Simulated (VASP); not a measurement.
# Ag (I4/mmm) in VASP: a series of runs

Runs on Ag. Level: PBEsol. Tasks: single point.

Program: VASP 6.6.1. These are calculated values, not measurements. Logs are shortened: lines on timing, memory, paths and dates and some standing lists are left out, and cuts for length are marked.

## (1) The cell of the first run

It takes space group I4/mmm (No. 139, tetragonal). The conventional cell has a = 2.673 Å, b = 2.673 Å, c = 4.086 Å, α = 90.00°, β = 90.00°, γ = 90.00°. Ag (site symmetry 4/mmm) has 12 Ag at 2.67 to 2.78 Å within 3.5 Å.

## (2) Single point, PBEsol (strain -0.0750 x Voigt [1, 1, 0, 0, 0, 0])

File INCAR:

```
SYSTEM = Ag
PREC     = Accurate       ! precision mode
ENCUT    = 520            ! plane-wave cutoff, eV
EDIFF    = 1E-6           ! SCF threshold, eV
ISMEAR   = 0              ! smearing method
SIGMA    = 0.15           ! smearing width, eV
LREAL    = .False.        ! projectors in reciprocal space
LASPH    = .True.         ! aspherical terms in the spheres
NELM     = 100            ! most SCF steps
ALGO     = Normal         ! electronic algorithm
ISIF     = 2              ! what is computed and relaxed
LWAVE    = .False.        ! write WAVECAR
LCHARG   = .False.        ! write CHGCAR
GGA      = PS             ! functional
NBANDS   = 12             ! bands
```

File KPOINTS:

```
regular mesh
0
Gamma
  20 20 20
  0 0 0
```

File POSCAR:

```
Ag
1.0
    0.0000000000      1.8898675000      2.0431000000
    1.8898675000      0.0000000000      2.0431000000
    1.8898675000      1.8898675000      0.0000000000
Ag
1
Direct
    0.0000000000      0.0000000000      0.0000000000
```

Potentials or basis: VASP PAW PBE potentials, release 64 (Ag).

On the command line:

```bash
$ cat potpaw_PBE.64/Ag/POTCAR > POTCAR
$ mpirun -np 1 vasp_std > vasp.out
```

OUTCAR:

```text
SYSTEM = Ag
   PREC = Accurate
   ENCUT = 520
   EDIFF = 1E-6
   ISMEAR = 0
   LREAL = .False.
   LASPH = .True.
   NELM = 100
   ISIF = 2
   GGA = PS

 ion  position               nearest neighbor table
   1  0.000  0.000  0.000-

  LATTYP: Found a body centered tetragonal cell.
 ALAT       =     2.6726762496
 C/A-ratio  =     1.5288795269

  Lattice vectors:

 A1 = (  -1.8898675000,   0.0000000000,   2.0431000000)
 A2 = (   1.8898675000,   0.0000000000,   2.0431000000)
 A3 = (   0.0000000000,   1.8898675000,  -2.0431000000)

Analysis of symmetry for initial positions (statically):
=====================================================================
 Subroutine PRICEL returns:
 Original cell was already a primitive cell.

 Routine SETGRP: Setting up the symmetry group for a
 body centered tetragonal supercell.

 Subroutine GETGRP returns: Found 16 space group operations
 (whereof 16 operations were pure point group operations)
 out of a pool of 16 trial point group operations.

The static configuration has the point symmetry D_4h.

Analysis of symmetry for dynamics (positions and initial velocities):
=====================================================================
 Subroutine PRICEL returns:
 Original cell was already a primitive cell.

 Routine SETGRP: Setting up the symmetry group for a
 body centered tetragonal supercell.

 Subroutine GETGRP returns: Found 16 space group operations
 (whereof 16 operations were pure point group operations)
 out of a pool of 16 trial point group operations.

The dynamic configuration has the point symmetry D_4h.

 Subroutine INISYM returns: Found 16 space group operations
 (whereof 16 operations are pure point group operations),
 and found     1 'primitive' translations

----------------------------------------------------------------------------------------

                                     Primitive cell

  volume of cell :      14.5943

  direct lattice vectors                    reciprocal lattice vectors
     0.000000000  1.889867500  2.043100000    -0.264568812  0.264568812  0.244726151
     1.889867500  0.000000000  2.043100000     0.264568812 -0.264568812  0.244726151
     1.889867500  1.889867500  0.000000000     0.264568812  0.264568812 -0.244726151

  length of vectors
     2.783137937  2.783137937  2.672676250     0.447084111  0.447084111  0.447084111

  position of ions in fractional coordinates (direct lattice)
     0.000000000  0.000000000  0.000000000

  ion indices of the primitive-cell ions
   primitive index   ion index
                 1           1

----------------------------------------------------------------------------------------

 KPOINTS: regular mesh

Automatic generation of k-mesh.
 Grid dimensions read from file:
 generate k-points for:   20   20   20

 Generating k-lattice:

  Cartesian coordinates                     Fractional coordinates (reciprocal lattice)
    -0.013228441  0.013228441  0.012236308     0.050000000  0.000000000  0.000000000
     0.013228441 -0.013228441  0.012236308     0.000000000  0.050000000  0.000000000
     0.013228441  0.013228441 -0.012236308     0.000000000  0.000000000  0.050000000

  Length of vectors
     0.022354206  0.022354206  0.022354206

  Shift w.r.t. Gamma in fractional coordinates (k-lattice)
     0.000000000  0.000000000  0.000000000

 Subroutine IBZKPT returns following result:
 ===========================================

 Found    641 irreducible k-points:

 Following reciprocal coordinates:
            Coordinates               Weight
  0.000000  0.000000  0.000000      1.000000
  0.050000  0.000000  0.000000      8.000000
  0.100000  0.000000  0.000000      8.000000
  0.150000  0.000000  0.000000      8.000000
  0.200000  0.000000  0.000000      8.000000
  0.250000  0.000000  0.000000      8.000000
[... 16 lines left out ...]
 -0.400000  0.050000  0.000000      8.000000
 -0.350000  0.050000  0.000000      8.000000
 [... further k-points ...]
   k-points           NKPTS =    641   k-points in BZ     NKDIM =    641   number of bands    NBANDS=     12
   number of dos      NEDOS =    301   number of ions     NIONS =      1
   total plane-waves  NPLWV =  11520
   dimension x,y,z NGX =    24 NGY =   24 NGZ =   20
   dimension x,y,z NGXF=    48 NGYF=   48 NGZF=   40
   ions per type =               1
   NGX,Y,Z   is equivalent  to a cutoff of  14.34, 14.34, 12.44 a.u.
   NGXF,Y,Z  is equivalent  to a cutoff of  28.67, 28.67, 24.88 a.u.
 SYSTEM =  Ag
   PREC   = accura    normal or accurate (medium, high low for compatibility)
   ISTART =      0    job   : 0-new  1-cont  2-samecut
   ICHARG =      2    charge: 1-file 2-atom 10-const
   ISPIN  =      1    spin polarized calculation?
   LNONCOLLINEAR =      F non collinear calculations
   LSORBIT =      F    spin-orbit coupling
   LASPH  =      T    aspherical Exc in radial PAW
   ENCUT  =  520.0 eV  38.22 Ry    6.18 a.u.   5.17  5.17  4.97*2*pi/ulx,y,z
   NELM   =    100;   NELMIN=  2; NELMDL= -5     # of ELM steps
   EDIFF  = 0.1E-05   stopping-criterion for ELM
   LREAL  =      F    real-space projection
   EDIFFG = 0.1E-04   stopping-criterion for IOM
   NSW    =      0    number of steps for IOM
   IBRION =     -1    ionic relax: 0-MD 1-quasi-New 2-CG
   NFREE  =      0    steps in history (QN), initial steepest desc. (CG)
   ISIF   =      2    stress and relaxation
   ISYM   =      2    0-nonsym 1-usesym 2-fastsym
   POTIM  = 0.5000    time-step for ionic-motion
   TEBEG  =    0.0;   TEEND  =   0.0 temperature during run
   PSTRESS=    0.0 pullay stress
   NELECT =      11.0000    total number of electrons
   NUPDOWN=      -1.0000    fix difference up-down
   EMIN   =  10.00;   EMAX   =-10.00  energy-range for DOS
   EFERMI =   0.00;   METHOD = LEGACY
   ISMEAR =     0;   SIGMA  =   0.15  broadening in eV -4-tet -1-fermi 0-gaus
   EFERMI_NEDOS =   21; number of points for ismear=-14 and -15
   IALGO  =     38    algorithm
   IMIX   =      4    mixing-type and parameters
     AMIX     =   0.40;   BMIX     =  1.00
     AMIX_MAG =   1.60;   BMIX_MAG =  1.00
  volume/ion in A,a.u.               =      14.59        98.49
  Fermi-wavevector in a.u.,A,eV,Ry     =   1.489858  2.815424 30.200547  2.219678
  Thomas-Fermi vector in A             =   2.602714
   LORBIT       =      0    0 simple, 1 ext, 2 COOP (PROOUT), +10 PAW based schemes
   GGA     = PS    functional components
   LHFCALC =     F    Hartree Fock is set to
   AEXX    =    0.0000 exact exchange contribution
   IVDW    =     0    specifies the selected vdW correction
   LEPSILON=     F    determine dielectric tensor
   LRPA    =     F    only Hartree local field effects (RPA)
 non-spin polarized calculation
 Gauss-broadening in eV      SIGMA  =   0.15
  energy-cutoff  :      520.00
  volume of cell :       14.59
 maximum number of plane-waves:       402
 NGX is ok and might be reduce to    24
   NGX = 11   NGY = 11   NGZ =  9

 number of electron      11.0000002 magnetization

 Free energy of the ion-electron system (eV)
  ---------------------------------------------------
  ext. energy  EPLUGINS =         0.00000000
  ---------------------------------------------------
  free energy    TOTEN  =        -3.17337684 eV

  energy without entropy =       -3.17068632  energy(sigma->0) =       -3.17203158

 E-fermi :  10.6511     XC(G=0): -13.3645

 val. band max:       10.6303667678   @ k =  -0.3500   0.1500   0.1000
 cond. band min:      10.6699632131   @ k =  -0.3000   0.2000   0.1000
 fundamental gap:      0.0395964453
 Fermi energy:        10.6510992707

 k-point     1 :       0.0000    0.0000    0.0000
  band No.  band energies     occupation
      1       1.5375      2.00000
      2       4.7571      2.00000
      3       5.4201      2.00000
      4       5.4201      2.00000
      5       6.1794      2.00000
      6       6.8840      2.00000
      7      26.9215      0.00000
      8      30.2861      0.00000
      9      31.8607      0.00000
     10      31.8607      0.00000
     11      36.5797      0.00000
     12      38.5763      0.00000

 k-point     2 :       0.0500    0.0000    0.0000
  band No.  band energies     occupation
      1       1.6271      2.00000
      2       4.7751      2.00000
      3       5.4036      2.00000
      4       5.4474      2.00000
      5       6.1756      2.00000
      6       6.8645      2.00000
      7      26.9841      0.00000
      8      30.1156      0.00000
      9      31.4008      0.00000
     10      31.9362      0.00000
     11      36.9706      0.00000
     12      38.1744      0.00000

 k-point     3 :       0.1000    0.0000    0.0000
  band No.  band energies     occupation
      1       1.8877      2.00000
      2       4.8181      2.00000
      3       5.3636      2.00000
      4       5.5229      2.00000
      5       6.1779      2.00000
      6       6.8133      2.00000
      7      27.0742      0.00000
      8      29.1360      0.00000
      9      31.1709      0.00000
     10      32.1449      0.00000
     11      36.1735      0.00000
     12      38.2103      0.00000

 k-point     4 :       0.1500    0.0000    0.0000
  band No.  band energies     occupation
      1       2.2880      2.00000
      2       4.8703      2.00000
      3       5.3190      2.00000
      4       5.6248      2.00000
      5       6.2262      2.00000
      6       6.7553      2.00000
      7      26.5597      0.00000
      8      28.1406      0.00000
      9      31.4090      0.00000
     10      32.4291      0.00000
     11      35.0447      0.00000
     12      37.3341      0.00000

 k-point     5 :       0.2000    0.0000    0.0000
  band No.  band energies     occupation
      1       2.7482      2.00000
      2       4.9742      2.00000
      3       5.2736      2.00000
      4       5.7108      2.00000
      5       6.3652      2.00000
      6       6.7348      2.00000
      7      24.9254      0.00000
      8      27.9009      0.00000
      9      31.7356      0.00000
     10      32.6783      0.00000
     11      34.3360      0.00000
     12      36.2207      0.00000
[... 228 lines left out ...]
      1       3.1614      2.00000
      2       4.8210      2.00000
      3       5.4909      2.00000
      4       7.4371      2.00000
      5       7.4804      2.00000
      6       9.9449      2.00000
      7      15.2870      0.00000
      8      25.6329      0.00000
      9      29.2475      0.00000
     10      30.6833      0.00000
     11      35.0802      0.00000
     12      36.8452      0.00000

 k-point    22 :      -0.4500    0.0500    0.0000
  band No.  band energies     occupation
      1       3.1676      2.00000
      2       4.8387      2.00000
      3       5.4856      2.00000
      4       7.4218      2.00000
      5       7.4355      2.00000
      6       9.8780      2.00000
      7      15.4160      0.00000
      8      25.6053      0.00000
      9      29.1488      0.00000
     10      31.0260      0.00000
     11      35.0842      0.00000
     12      36.7806      0.00000

 k-point    23 :      -0.4000    0.0500    0.0000
  band No.  band energies     occupation
      1       3.2126      2.00000
      2       4.8879      2.00000
      3       5.5194      2.00000
      4       7.2379      2.00000
      5       7.2842      2.00000
      6       9.0687      2.00000
      7      16.6155      0.00000
      8      25.7687      0.00000
      9      29.3408      0.00000
     10      31.6232      0.00000
     11      34.9586      0.00000
     12      36.6328      0.00000

 k-point    24 :      -0.3500    0.0500    0.0000
  band No.  band energies     occupation
      1       3.2809      2.00000
      2       4.9597      2.00000
      3       5.5870      2.00000
      4       6.8013      2.00000
      5       7.0892      2.00000
      6       8.1512      2.00000
      7      18.3182      0.00000
      8      26.1012      0.00000
      9      29.7752      0.00000
     10      32.4448      0.00000
     11      34.7197      0.00000
     12      36.3952      0.00000

 [... further k-points ...]

------------------------ aborting loop because EDIFF is reached ----------------------------------------

  FORCE on cell =-STRESS in cart. coord.  units (eV):
  Direction    XX          YY          ZZ          XY          YZ          ZX
  --------------------------------------------------------------------------------------
  -------------------------------------------------------------------------------------
  Total        2.2784490      2.2784490      1.6666713      0.0000000     -0.0000000      0.0000000
  in kB      250.1310220    250.1310220    182.9692878      0.0000000     -0.0000000      0.0000000
  external PRESSURE =     227.7437773 kB  Pullay stress =       0.0000000 kB

 VOLUME and BASIS-vectors are now :
 -----------------------------------------------------------------------------
  energy-cutoff  :      520.00
  volume of cell :       14.59
      direct lattice vectors                 reciprocal lattice vectors
     0.000000000  1.889867500  2.043100000    -0.264568812  0.264568812  0.244726151
     1.889867500  0.000000000  2.043100000     0.264568812 -0.264568812  0.244726151
     1.889867500  1.889867500  0.000000000     0.264568812  0.264568812 -0.244726151

 POSITION                                       TOTAL-FORCE (eV/Angst)
 -----------------------------------------------------------------------------------
      0.00000      0.00000      0.00000         0.000000      0.000000      0.000000
 -----------------------------------------------------------------------------------
    total drift:                                0.000000      0.000000     -0.000000

  FREE ENERGIE OF THE ION-ELECTRON SYSTEM (eV)
  ---------------------------------------------------
  free  energy   TOTEN  =        -3.1733768428 eV

  energy  without entropy=       -3.1706863157  energy(sigma->0) =       -3.17203158
```

Run time: 64 s. Hardware: 1 thread of Intel Xeon 8259CL, shared host; peak memory 0.23 GiB.

Results:

```
Free energy            : -3.1734 eV
Pressure               : 22.8 GPa
Band gap on the k mesh : zero (an odd number of electrons rules out a gap without spin polarisation)
```

Stress tensor (GPa, compression positive):
```
25.01  0.00  0.00
 0.00 25.01  0.00
 0.00  0.00 18.30
```

Levels at points of the mesh, in eV from the Fermi level:
| k point | band 4 | band 5 | band 6 | band 7 | band 8 | band 9 |
| --- | --- | --- | --- | --- | --- | --- |
| (0.00, 0.00, 0.00) | -5.23 | -4.47 | -3.77 | 16.27 | 19.64 | 21.21 |
| (0.50, 0.00, 0.00) | -3.18 | -2.93 | -0.95 | 4.52 | 15.11 | 18.86 |
| (0.50, 0.50, 0.00) | -2.82 | -2.82 | 0.38 | 6.61 | 12.37 | 12.37 |
| (0.50, 0.00, 0.50) | -3.03 | -2.50 | 1.86 | 8.70 | 10.76 | 11.04 |

Caveat: the cell differs from its parent crystal (strain -0.0750 x Voigt [1, 1, 0, 0, 0, 0]); the stress differs along the axes, from 18 to 25 GPa; the PAW data sets were made with another functional, which shifts forces and pressure a little.

[end of part 1 of 2]

The gap in the log of VASP goes by the Fermi energy; the results here count the filled bands.